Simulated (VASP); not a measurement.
# GaSb (Immm) in VASP: notebook

GaSb is run at these levels: LDA; tasks: single point.

Program: VASP 6.6.1. These are calculated values, not measurements. Logs are shortened: lines on timing, memory, paths and dates and some standing lists are left out, and cuts for length are marked.

## (1) The cell of the first run

Symmetry: Immm, No. 71, orthorhombic system. The conventional cell has a = 3.152 Å, b = 5.011 Å, c = 5.608 Å, α = 90.00°, β = 90.00°, γ = 90.00°. Ga (site symmetry mmm) has 6 Sb at 2.80 to 2.96 Å and 2 Ga at 3.15 Å within 3.7 Å. Sb (site symmetry mmm) has 6 Ga at 2.80 to 2.96 Å and 2 Sb at 3.15 Å within 3.7 Å.

## (2) Single point, LDA

File INCAR:

```
SYSTEM = GaSb
PREC = Accurate
ENCUT = 520
EDIFF = 1E-6
ISMEAR = 0
SIGMA = 0.15
LREAL = .False.
LASPH = .True.
NELM = 60
ALGO = Normal
ISIF = 2
LWAVE = .False.
LCHARG = .True.
LELF = .True.
LVHAR = .True.
NBANDS = 16
```

File KPOINTS:

```
Automatic mesh
0
Gamma
  18 18 18
  0 0 0
```

File POSCAR:

```
GaSb
1.0
   -1.5759166811      2.5055409662      2.8041297762
    1.5759166811     -2.5055409662      2.8041297762
    1.5759166811      2.5055409662     -2.8041297762
Ga Sb
1 1
Direct
    0.0000000000      0.0000000000      0.0000000000
    0.5000000000      0.5000000000      0.0000000000
```

Potentials or basis: VASP PAW LDA potentials, release 64 (Ga_d, Sb).

The run is started by

```
cat potpaw_LDA.64/Ga_d/POTCAR potpaw_LDA.64/Sb/POTCAR > POTCAR
mpirun -np 1 vasp_std > vasp.out
```

OUTCAR:

```text
SYSTEM = GaSb
   PREC = Accurate
   ENCUT = 520
   EDIFF = 1E-6
   ISMEAR = 0
   LREAL = .False.
   LASPH = .True.
   NELM = 60
   ISIF = 2

 ion  position               nearest neighbor table
   1  0.000  0.000  0.000-   2 2.80   2 2.80   2 2.96   2 2.96   2 2.96   2 2.96
   2  0.500  0.500  0.000-   1 2.80   1 2.80   1 2.96   1 2.96   1 2.96   1 2.96

  LATTYP: Found a body centered orthorhombic cell.
 ALAT       =     3.1518333622
 B/A-ratio  =     1.5898943112
 C/A-ratio  =     1.7793642328

  Lattice vectors:

 A1 = (  -1.5759166811,   2.5055409662,   2.8041297762)
 A2 = (   1.5759166811,  -2.5055409662,   2.8041297762)
 A3 = (   1.5759166811,   2.5055409662,  -2.8041297762)

Analysis of symmetry for initial positions (statically):
=====================================================================
 Subroutine PRICEL returns:
 Original cell was already a primitive cell.

 Routine SETGRP: Setting up the symmetry group for a
 body centered orthorhombic supercell.

 Subroutine GETGRP returns: Found  8 space group operations
 (whereof  8 operations were pure point group operations)
 out of a pool of  8 trial point group operations.

The static configuration has the point symmetry D_2h.

Analysis of symmetry for dynamics (positions and initial velocities):
=====================================================================
 Subroutine PRICEL returns:
 Original cell was already a primitive cell.

 Routine SETGRP: Setting up the symmetry group for a
 body centered orthorhombic supercell.

 Subroutine GETGRP returns: Found  8 space group operations
 (whereof  8 operations were pure point group operations)
 out of a pool of  8 trial point group operations.

The dynamic configuration has the point symmetry D_2h.

 Subroutine INISYM returns: Found  8 space group operations
 (whereof  8 operations are pure point group operations),
 and found     1 'primitive' translations

----------------------------------------------------------------------------------------

                                     Primitive cell

  volume of cell :      44.2887

  direct lattice vectors                    reciprocal lattice vectors
    -1.575916681  2.505540966  2.804129776     0.000000000  0.199557703  0.178308438
     1.575916681 -2.505540966  2.804129776     0.317275657  0.000000000  0.178308438
     1.575916681  2.505540966 -2.804129776     0.317275657  0.199557703  0.000000000

  length of vectors
     4.077302138  4.077302138  4.077302138     0.267613856  0.363947443  0.374816114

  position of ions in fractional coordinates (direct lattice)
     0.000000000  0.000000000  0.000000000
     0.500000000  0.500000000  0.000000000

  ion indices of the primitive-cell ions
   primitive index   ion index
                 1           1
                 2           2

----------------------------------------------------------------------------------------

 KPOINTS: Automatic mesh

Automatic generation of k-mesh.
 Grid dimensions read from file:
 generate k-points for:   18   18   18

 Generating k-lattice:

  Cartesian coordinates                     Fractional coordinates (reciprocal lattice)
     0.000000000  0.011086539  0.009906024     0.055555556  0.000000000 -0.000000000
     0.017626425  0.000000000  0.009906024    -0.000000000  0.055555556  0.000000000
     0.017626425  0.011086539  0.000000000    -0.000000000  0.000000000  0.055555556

  Length of vectors
     0.014867436  0.020219302  0.020823117

  Shift w.r.t. Gamma in fractional coordinates (k-lattice)
     0.000000000  0.000000000  0.000000000

 Subroutine IBZKPT returns following result:
 ===========================================

 Found    865 irreducible k-points:

 Following reciprocal coordinates:
            Coordinates               Weight
  0.000000  0.000000  0.000000      1.000000
  0.055556 -0.000000  0.000000      4.000000
  0.111111 -0.000000  0.000000      4.000000
  0.166667 -0.000000  0.000000      4.000000
  0.222222  0.000000 -0.000000      4.000000
  0.277778 -0.000000  0.000000      4.000000
[... 16 lines left out ...]
 -0.333333  0.055556  0.000000      8.000000
 -0.277778  0.055556  0.000000      8.000000
 [... further k-points ...]
   k-points           NKPTS =    865   k-points in BZ     NKDIM =    865   number of bands    NBANDS=     16
   number of dos      NEDOS =    301   number of ions     NIONS =      2
   total plane-waves  NPLWV =  27000
   dimension x,y,z NGX =    30 NGY =   30 NGZ =   30
   dimension x,y,z NGXF=    60 NGYF=   60 NGZF=   60
   ions per type =               1   1
   NGX,Y,Z   is equivalent  to a cutoff of  12.23, 12.23, 12.23 a.u.
   NGXF,Y,Z  is equivalent  to a cutoff of  24.46, 24.46, 24.46 a.u.
 SYSTEM =  GaSb
   PREC   = accura    normal or accurate (medium, high low for compatibility)
   ISTART =      0    job   : 0-new  1-cont  2-samecut
   ICHARG =      2    charge: 1-file 2-atom 10-const
   ISPIN  =      1    spin polarized calculation?
   LNONCOLLINEAR =      F non collinear calculations
   LSORBIT =      F    spin-orbit coupling
   LASPH  =      T    aspherical Exc in radial PAW
   ENCUT  =  520.0 eV  38.22 Ry    6.18 a.u.   7.58  7.58  7.58*2*pi/ulx,y,z
   NELM   =     60;   NELMIN=  2; NELMDL= -5     # of ELM steps
   EDIFF  = 0.1E-05   stopping-criterion for ELM
   LREAL  =      F    real-space projection
   EDIFFG = 0.1E-04   stopping-criterion for IOM
   NSW    =      0    number of steps for IOM
   IBRION =     -1    ionic relax: 0-MD 1-quasi-New 2-CG
   NFREE  =      0    steps in history (QN), initial steepest desc. (CG)
   ISIF   =      2    stress and relaxation
   ISYM   =      2    0-nonsym 1-usesym 2-fastsym
   POTIM  = 0.5000    time-step for ionic-motion
   TEBEG  =    0.0;   TEEND  =   0.0 temperature during run
   PSTRESS=    0.0 pullay stress
   NELECT =      18.0000    total number of electrons
   NUPDOWN=      -1.0000    fix difference up-down
   EMIN   =  10.00;   EMAX   =-10.00  energy-range for DOS
   EFERMI =   0.00;   METHOD = LEGACY
   ISMEAR =     0;   SIGMA  =   0.15  broadening in eV -4-tet -1-fermi 0-gaus
   EFERMI_NEDOS =   21; number of points for ismear=-14 and -15
   IALGO  =     38    algorithm
   IMIX   =      4    mixing-type and parameters
     AMIX     =   0.40;   BMIX     =  1.00
     AMIX_MAG =   1.60;   BMIX_MAG =  1.00
  volume/ion in A,a.u.               =      22.14       149.44
  Fermi-wavevector in a.u.,A,eV,Ry     =   1.212648  2.291572 20.007570  1.470515
  Thomas-Fermi vector in A             =   2.348125
   LORBIT       =      0    0 simple, 1 ext, 2 COOP (PROOUT), +10 PAW based schemes
   GGA     = CA    functional components
   LHFCALC =     F    Hartree Fock is set to
   AEXX    =    0.0000 exact exchange contribution
   IVDW    =     0    specifies the selected vdW correction
   LEPSILON=     F    determine dielectric tensor
   LRPA    =     F    only Hartree local field effects (RPA)
 non-spin polarized calculation
 Gauss-broadening in eV      SIGMA  =   0.15
  energy-cutoff  :      520.00
  volume of cell :       44.29
 maximum number of plane-waves:      1210
   NGX = 15   NGY = 15   NGZ = 15

 number of electron      17.9999999 magnetization

 Free energy of the ion-electron system (eV)
  ---------------------------------------------------
  ext. energy  EPLUGINS =         0.00000000
  ---------------------------------------------------
  free energy    TOTEN  =        -8.37887043 eV

  energy without entropy =       -8.36986030  energy(sigma->0) =       -8.37436537

 E-fermi :   7.3771     XC(G=0): -10.8549

 val. band max:        7.3670457946   @ k =   0.3889  -0.2222   0.2222
 cond. band min:       7.3785195521   @ k =  -0.3333   0.5000   0.1111
 fundamental gap:      0.0114737575
 Fermi energy:         7.3770703284

 k-point     1 :       0.0000    0.0000    0.0000
  band No.  band energies     occupation
      1      -7.7264      2.00000
      2      -7.6450      2.00000
      3      -7.6439      2.00000
      4      -7.6307      2.00000
      5      -7.5928      2.00000
      6      -5.2089      2.00000
[... 8 lines left out ...]
     15      16.6234      0.00000
     16      17.3671      0.00000

 k-point     2 :       0.0556   -0.0000    0.0000
  band No.  band energies     occupation
      1      -7.7262      2.00000
      2      -7.6458      2.00000
      3      -7.6434      2.00000
      4      -7.6307      2.00000
      5      -7.5927      2.00000
      6      -5.1784      2.00000
[... 8 lines left out ...]
     15      16.7873      0.00000
     16      17.3879      0.00000

 k-point     3 :       0.1111   -0.0000    0.0000
  band No.  band energies     occupation
      1      -7.7255      2.00000
      2      -7.6483      2.00000
      3      -7.6420      2.00000
      4      -7.6308      2.00000
      5      -7.5923      2.00000
      6      -5.0872      2.00000
[... 8 lines left out ...]
     15      16.6961      0.00000
     16      17.9063      0.00000

 k-point     4 :       0.1667   -0.0000    0.0000
  band No.  band energies     occupation
      1      -7.7245      2.00000
      2      -7.6520      2.00000
      3      -7.6399      2.00000
      4      -7.6309      2.00000
      5      -7.5918      2.00000
      6      -4.9365      2.00000
[... 8 lines left out ...]
     15      16.4538      0.00000
     16      18.1709      0.00000
[... 324 lines left out ...]
 k-point    22 :      -0.3889    0.0556    0.0000
  band No.  band energies     occupation
      1      -7.7179      2.00000
      2      -7.6671      2.00000
      3      -7.6349      2.00000
      4      -7.6306      2.00000
      5      -7.5910      2.00000
      6      -3.9392      2.00000
[... 8 lines left out ...]
     15      16.7911      0.00000
     16      17.4497      0.00000

 k-point    23 :      -0.3333    0.0556    0.0000
  band No.  band energies     occupation
      1      -7.7184      2.00000
      2      -7.6631      2.00000
      3      -7.6351      2.00000
      4      -7.6323      2.00000
      5      -7.5916      2.00000
      6      -4.2509      2.00000
[... 8 lines left out ...]
     15      16.5857      0.00000
     16      17.5094      0.00000

 k-point    24 :      -0.2778    0.0556    0.0000
  band No.  band energies     occupation
      1      -7.7192      2.00000
      2      -7.6585      2.00000
      3      -7.6364      2.00000
      4      -7.6332      2.00000
      5      -7.5924      2.00000
      6      -4.5345      2.00000
[... 8 lines left out ...]
     15      16.7163      0.00000
     16      17.6762      0.00000

 [... further k-points ...]

------------------------ aborting loop because EDIFF is reached ----------------------------------------

  FORCE on cell =-STRESS in cart. coord.  units (eV):
  Direction    XX          YY          ZZ          XY          YZ          ZX
  --------------------------------------------------------------------------------------
  -------------------------------------------------------------------------------------
  Total        0.0571620      0.0648551     -0.0225997      0.0000000      0.0000000      0.0000000
  in kB        2.0678778      2.3461845     -0.8175623      0.0000000      0.0000000      0.0000000
  external PRESSURE =       1.1988333 kB  Pullay stress =       0.0000000 kB

 VOLUME and BASIS-vectors are now :
 -----------------------------------------------------------------------------
  energy-cutoff  :      520.00
  volume of cell :       44.29
      direct lattice vectors                 reciprocal lattice vectors
    -1.575916681  2.505540966  2.804129776     0.000000000  0.199557703  0.178308438
     1.575916681 -2.505540966  2.804129776     0.317275657  0.000000000  0.178308438
     1.575916681  2.505540966 -2.804129776     0.317275657  0.199557703  0.000000000

 POSITION                                       TOTAL-FORCE (eV/Angst)
 -----------------------------------------------------------------------------------
      0.00000      0.00000      0.00000        -0.000000      0.000000      0.000000
      0.00000      0.00000      2.80413         0.000000     -0.000000     -0.000000
 -----------------------------------------------------------------------------------
    total drift:                                0.000000      0.000000      0.000000

  FREE ENERGIE OF THE ION-ELECTRON SYSTEM (eV)
  ---------------------------------------------------
  free  energy   TOTEN  =        -8.3788704316 eV

  energy  without entropy=       -8.3698602995  energy(sigma->0) =       -8.37436537
```

Wall time 3 min (1 thread of Intel Xeon 6975P-C (Granite Rapids), shared host); peak memory 0.68 GiB.

What came out:

| Item | Value |
| --- | --- |
| Free energy | -8.3789 eV |
| Pressure | 0.1 GPa |
| Band gap on the k mesh | zero (bands 9 and 10 overlap by 5.97 eV) |

Stress tensor (GPa, compression positive):
```
 0.21  0.00  0.00
 0.00  0.23  0.00
 0.00  0.00 -0.08
```

Levels at points of the mesh, in eV from the Fermi level:
| k point | band 6 | band 7 | band 8 | band 9 | band 10 | band 11 | band 12 | band 13 |
| --- | --- | --- | --- | --- | --- | --- | --- | --- |
| (0.00, 0.00, 0.00) | -12.59 | -2.41 | -2.19 | -1.51 | 3.56 | 4.76 | 6.51 | 7.66 |
| (0.50, 0.00, 0.00) | -10.85 | -8.52 | 0.01 | 1.57 | 2.97 | 3.41 | 4.17 | 6.21 |
| (0.00, 0.50, 0.00) | -8.58 | -6.70 | -1.72 | -0.46 | -0.27 | 0.87 | 2.96 | 3.60 |
| (0.50, 0.50, 0.00) | -8.46 | -5.53 | -3.21 | -2.40 | -2.15 | 3.09 | 4.60 | 7.55 |
| (0.50, 0.50, 0.50) | -9.55 | -5.87 | -5.60 | -5.09 | 2.24 | 6.23 | 10.40 | 10.85 |

Caveat: spin-orbit coupling is left out, which moves the levels of the heavy elements.

(Continued in part 2 of 2.)
